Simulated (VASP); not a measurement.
# Cu (I4/mmm) in VASP: a series of runs

Cu is run at these levels: PBEsol; tasks: single point.

All numbers are computed with VASP 6.6.1; they aren't measurements. Logs are shortened: lines on timing, memory, paths and dates and some standing lists are left out, and cuts for length are marked.

### 1 The cell of the first run

It takes space group I4/mmm (No. 139, tetragonal). Conventional cell: a = 2.929 Å, b = 2.929 Å, c = 2.670 Å, α = 90.00°, β = 90.00°, γ = 90.00°. Within 3.3 Å of Cu (site symmetry 4/mmm) lie 14 Cu at 2.46 to 2.93 Å.

### 2 Single point, PBEsol (strain +0.015 along x and y, -0.030 along z)

Contents of INCAR:

```
ALGO = Fast ; EDIFF = 1E-7
ENCUT = 520 ; GGA = PS
ISIF = 2 ; ISMEAR = 0
LASPH = T ; LCHARG = F
LREAL = F ; LWAVE = F
NBANDS = 12 ; NELM = 100
PREC = Accurate ; SIGMA = 0.15
```

Contents of KPOINTS:

```
k-points
0
Gamma
  24 24 24
```

Contents of POSCAR:

```
Cu
1.0
   -1.4644352198      1.4644352198      1.3347990065
    1.4644352198     -1.4644352198      1.3347990065
    1.4644352198      1.4644352198     -1.3347990065
Cu
1
Direct
    0.0000000000      0.0000000000      0.0000000000
```

Potentials or basis: VASP PAW PBE potentials, release 64 (Cu).

Launch:

```sh
$ cat potpaw_PBE.64/Cu/POTCAR > POTCAR
$ mpirun -np 1 vasp_std > vasp.out
```

OUTCAR:

```text
EDIFF = 1E-7
   ENCUT = 520
   GGA = PS
   ISIF = 2
   ISMEAR = 0
   LASPH = T
   LREAL = F
   NELM = 100
   PREC = Accurate

 ion  position               nearest neighbor table
   1  0.000  0.000  0.000-

  LATTYP: Found a body centered tetragonal cell.
 ALAT       =     2.9288704396
 C/A-ratio  =     0.9114769902

  Lattice vectors:

 A1 = (  -1.4644352198,   1.4644352198,   1.3347990065)
 A2 = (   1.4644352198,  -1.4644352198,   1.3347990065)
 A3 = (   1.4644352198,   1.4644352198,  -1.3347990065)

Analysis of symmetry for initial positions (statically):
=====================================================================
 Subroutine PRICEL returns:
 Original cell was already a primitive cell.

 Routine SETGRP: Setting up the symmetry group for a
 body centered tetragonal supercell.

 Subroutine GETGRP returns: Found 16 space group operations
 (whereof 16 operations were pure point group operations)
 out of a pool of 16 trial point group operations.

The static configuration has the point symmetry D_4h.

Analysis of symmetry for dynamics (positions and initial velocities):
=====================================================================
 Subroutine PRICEL returns:
 Original cell was already a primitive cell.

 Routine SETGRP: Setting up the symmetry group for a
 body centered tetragonal supercell.

 Subroutine GETGRP returns: Found 16 space group operations
 (whereof 16 operations were pure point group operations)
 out of a pool of 16 trial point group operations.

The dynamic configuration has the point symmetry D_4h.

 Subroutine INISYM returns: Found 16 space group operations
 (whereof 16 operations are pure point group operations),
 and found     1 'primitive' translations

----------------------------------------------------------------------------------------

                                     Primitive cell

  volume of cell :      11.4503

  direct lattice vectors                    reciprocal lattice vectors
    -1.464435220  1.464435220  1.334799006     0.000000000  0.341428554  0.374588232
     1.464435220 -1.464435220  1.334799006     0.341428554  0.000000000  0.374588232
     1.464435220  1.464435220 -1.334799006     0.341428554  0.341428554  0.000000000

  length of vectors
     2.463905318  2.463905318  2.463905318     0.506842975  0.506842975  0.482852892

  position of ions in fractional coordinates (direct lattice)
     0.000000000  0.000000000  0.000000000

  ion indices of the primitive-cell ions
   primitive index   ion index
                 1           1

[... 78 lines left out ...]
   ISYM   =      2    0-nonsym 1-usesym 2-fastsym
   POTIM  = 0.5000    time-step for ionic-motion
   TEBEG  =    0.0;   TEEND  =   0.0 temperature during run
   PSTRESS=    0.0 pullay stress
   NELECT =      11.0000    total number of electrons
   NUPDOWN=      -1.0000    fix difference up-down
   EMIN   =  10.00;   EMAX   =-10.00  energy-range for DOS
   EFERMI =   0.00;   METHOD = LEGACY
   ISMEAR =     0;   SIGMA  =   0.15  broadening in eV -4-tet -1-fermi 0-gaus
   EFERMI_NEDOS =   21; number of points for ismear=-14 and -15
   IALGO  =     68    algorithm
   IMIX   =      4    mixing-type and parameters
     AMIX     =   0.40;   BMIX     =  1.00
     AMIX_MAG =   1.60;   BMIX_MAG =  1.00
  volume/ion in A,a.u.               =      11.45        77.27
  Fermi-wavevector in a.u.,A,eV,Ry     =   1.615351  3.052571 35.502497  2.609360
  Thomas-Fermi vector in A             =   2.710113
   LORBIT       =      0    0 simple, 1 ext, 2 COOP (PROOUT), +10 PAW based schemes
   GGA     = PS    functional components
   LHFCALC =     F    Hartree Fock is set to
   AEXX    =    0.0000 exact exchange contribution
   IVDW    =     0    specifies the selected vdW correction
   LEPSILON=     F    determine dielectric tensor
   LRPA    =     F    only Hartree local field effects (RPA)
 non-spin polarized calculation
 RMM-DIIS sequential band-by-band and
 Gauss-broadening in eV      SIGMA  =   0.15
  energy-cutoff  :      520.00
  volume of cell :       11.45
 maximum number of plane-waves:       322
   NGX =  9   NGY =  9   NGZ =  9

 number of electron      11.0000021 magnetization

 Free energy of the ion-electron system (eV)
  ---------------------------------------------------
  ext. energy  EPLUGINS =         0.00000000
  ---------------------------------------------------
  free energy    TOTEN  =        -4.27121806 eV

  energy without entropy =       -4.26683304  energy(sigma->0) =       -4.26902555

 E-fermi :   7.7904     XC(G=0): -13.0897

 val. band max:        7.7836689177   @ k =  -0.3750   0.3750   0.2500
 cond. band min:       7.7917658535   @ k =   0.1667   0.1667   0.1667
 fundamental gap:      0.0080969358
 Fermi energy:         7.7903949064

 k-point     1 :       0.0000    0.0000    0.0000
  band No.  band energies     occupation
      1      -1.8333      2.00000
      2       4.3453      2.00000
      3       4.7427      2.00000
      4       4.7427      2.00000
      5       5.3980      2.00000
      6       5.8239      2.00000
      7      31.9757      0.00000
      8      31.9757      0.00000
      9      34.7265      0.00000
     10      36.0560      0.00000
     11      36.2412      0.00000
     12      36.7823      0.00000
[... 331 lines left out ...]
 k-point    24 :       0.4583    0.0417    0.0000
  band No.  band energies     occupation
      1       2.6199      2.00000
      2       3.7063      2.00000
      3       5.5701      2.00000
      4       5.9182      2.00000
      5       6.2733      2.00000
      6       7.5212      1.98886
      7      12.8104      0.00000
      8      24.1550      0.00000
      9      24.8095      0.00000
     10      29.2747      0.00000
     11      32.2829      0.00000
     12      40.8819      0.00000

 [... further k-points ...]
[... 5 lines left out ...]
  --------------------------------------------------------------------------------------
  -------------------------------------------------------------------------------------
  Total       -0.0268704     -0.0268704      0.0304720      0.0000000     -0.0000000      0.0000000
  in kB       -3.7598258     -3.7598258      4.2637835      0.0000000     -0.0000000      0.0000000
  external PRESSURE =      -1.0852894 kB  Pullay stress =       0.0000000 kB

 VOLUME and BASIS-vectors are now :
 -----------------------------------------------------------------------------
  energy-cutoff  :      520.00
  volume of cell :       11.45
      direct lattice vectors                 reciprocal lattice vectors
    -1.464435220  1.464435220  1.334799006     0.000000000  0.341428554  0.374588232
     1.464435220 -1.464435220  1.334799006     0.341428554  0.000000000  0.374588232
     1.464435220  1.464435220 -1.334799006     0.341428554  0.341428554  0.000000000

 POSITION                                       TOTAL-FORCE (eV/Angst)
 -----------------------------------------------------------------------------------
      0.00000      0.00000      0.00000         0.000000      0.000000      0.000000
 -----------------------------------------------------------------------------------
    total drift:                                0.000000      0.000000      0.000000

  FREE ENERGIE OF THE ION-ELECTRON SYSTEM (eV)
  ---------------------------------------------------
  free  energy   TOTEN  =        -4.2712180589 eV

  energy  without entropy=       -4.2668330385  energy(sigma->0) =       -4.26902555
```

It took 82 s on 1 thread of Intel Xeon Platinum 8559C (Emerald Rapids), shared host; peak memory 0.24 GiB.

Results:

- Free energy: -4.2712 eV
- Pressure: -0.1 GPa

Stress tensor (GPa, compression positive):
```
-0.38  0.00  0.00
 0.00 -0.38  0.00
 0.00  0.00  0.43
```

Levels at points of the mesh, in eV from the Fermi level:
```
           k point  band 2  band 3  band 4  band 5  band 6  band 7  band 8  band 9  band 10  band 11
(0.00, 0.00, 0.00)   -3.45   -3.05   -3.05   -2.39   -1.97   24.19   24.19   26.94    28.27    28.45
(0.50, 0.00, 0.00)   -4.09   -2.19   -1.83   -1.38   -0.43    4.89   16.99   17.05    21.03    24.10
(0.50, 0.50, 0.00)   -3.62   -2.48   -2.13   -1.42   -1.16    3.85   19.47   19.88    23.35    26.26
(0.50, 0.50, 0.50)   -4.78   -1.58   -1.58   -1.49    7.14    7.14   10.81   12.91    13.68    17.63
```

Caveat: the cell differs from its parent crystal (strain +0.015 along x and y, -0.030 along z); the PAW data sets were made with another functional, which shifts forces and pressure a little.

### 3 Single point, PBEsol (strain +0.030 along x and y, -0.015 along z)

Contents of INCAR:

```
ALGO = Fast
EDIFF = 1E-6
ENCUT = 520
GGA = PS
ISIF = 2
ISMEAR = 0
LASPH = True
LCHARG = False
LREAL = False
LWAVE = False
NBANDS = 12
NELM = 60
PREC = Accurate
SIGMA = 0.15
```

KPOINTS is that of step 2.

Contents of POSCAR:

```
Cu
1.0
   -1.4860771196      1.4860771196      1.3554402282
    1.4860771196     -1.4860771196      1.3554402282
    1.4860771196      1.4860771196     -1.3554402282
Cu
1
Direct
    0.0000000000      0.0000000000      0.0000000000
```

Potentials or basis: VASP PAW PBE potentials, release 64 (Cu).

Launch:

```sh
$ cat potpaw_PBE.64/Cu/POTCAR > POTCAR
$ mpirun -np 1 vasp_std > vasp.out
```

Run time: 88 s. Hardware: 1 thread of Intel Xeon Platinum 8559C (Emerald Rapids), shared host; peak memory 0.25 GiB.

It converged, with:

```yaml
Free_energy: -4.2593 eV
Pressure: -6.8 GPa
```

Stress tensor (GPa, compression positive):
```
-6.97  0.00  0.00
 0.00 -6.97  0.00
 0.00  0.00 -6.53
```

Levels at points of the mesh, in eV from the Fermi level:
| k point | band 3 | band 4 | band 5 | band 6 | band 7 | band 8 | band 9 | band 10 |
| --- | --- | --- | --- | --- | --- | --- | --- | --- |
| (0.00, 0.00, 0.00) | -2.91 | -2.91 | -2.29 | -1.90 | 23.73 | 23.73 | 26.45 | 27.52 |
| (0.50, 0.00, 0.00) | -2.11 | -1.77 | -1.35 | -0.32 | 4.64 | 16.54 | 16.63 | 20.50 |
| (0.50, 0.50, 0.00) | -2.37 | -2.05 | -1.38 | -1.02 | 3.63 | 19.07 | 19.24 | 22.75 |
| (0.50, 0.50, 0.50) | -1.54 | -1.54 | -1.45 | 6.99 | 6.99 | 10.52 | 12.61 | 13.21 |

Caveat: the cell differs from its parent crystal (strain +0.030 along x and y, -0.015 along z); the PAW data sets were made with another functional, which shifts forces and pressure a little.

### 4 Single point, PBEsol (strain +0.000 along x and y, -0.030 along z)

Contents of INCAR:

```
  PREC = Accurate
  ENCUT = 520
  EDIFF = 1E-6
  ISMEAR = 0
  SIGMA = 0.15
  LREAL = F
  LASPH = T
  NELM = 60
  ALGO = Normal
  ISIF = 2
  LWAVE = F
  LCHARG = F
  GGA = PS
  NBANDS = 12
```

Contents of KPOINTS:

```
regular mesh
0
Gamma
  24 24 24
```

Contents of POSCAR:

```
Cu
1.0
   -1.4427933200      1.4427933200      1.3347990065
    1.4427933200     -1.4427933200      1.3347990065
    1.4427933200      1.4427933200     -1.3347990065
Cu
1
Direct
    0.0000000000      0.0000000000      0.0000000000
```

Launch:

```sh
$ cat potpaw_PBE.64/Cu/POTCAR > POTCAR
$ mpirun -np 1 vasp_std > vasp.out
```

It took 93 s on 1 thread of AMD EPYC 9R45 (Zen 5), shared host; peak memory 0.2 GiB.

Results (log left out):

| Property | Result |
| --- | --- |
| Free energy | -4.2672 eV |
| Pressure | 4.7 GPa |

Stress tensor (GPa, compression positive):
```
4.47 0.00 0.00
0.00 4.47 0.00
0.00 0.00 5.10
```

Levels at points of the mesh, in eV from the Fermi level:
| k point | band 4 | band 5 | band 6 | band 7 | band 8 | band 9 |
| --- | --- | --- | --- | --- | --- | --- |
| (0.00, 0.00, 0.00) | -3.17 | -2.41 | -2.04 | 24.73 | 24.73 | 26.96 |
| (0.50, 0.00, 0.00) | -1.91 | -1.39 | -0.55 | 4.99 | 17.34 | 17.53 |
| (0.50, 0.50, 0.00) | -2.16 | -1.43 | -1.18 | 4.10 | 19.42 | 19.96 |
| (0.50, 0.50, 0.50) | -1.60 | -1.52 | 7.43 | 7.43 | 10.56 | 13.27 |

Caveat: the cell differs from its parent crystal (strain +0.000 along x and y, -0.030 along z); the PAW data sets were made with another functional, which shifts forces and pressure a little.

### 5 The runs side by side

```csv
cell,gap on the mesh (eV),pressure (GPa)
"a = 2.464 Å, angles 107.1, 107.1, 114.4°, 1 atom",none,-0.1
"a = 2.501 Å, angles 107.1, 107.1, 114.4°, 1 atom",none,-6.8
"a = 2.438 Å, angles 107.4, 107.4, 113.6°, 1 atom",none,4.7
```

Alike in all rows: task single point; level PBEsol; potentials or basis VASP PAW PBE potentials, release 64 (Cu); no spin polarisation; k mesh 24 × 24 × 24; cutoff (eV) 520; smearing gaussian 0.15 eV.

Caveats: the PAW data sets were made with another functional, which shifts forces and pressure a little.

Total energies depend on the potentials used, so only differences within one code and one set of settings carry meaning.
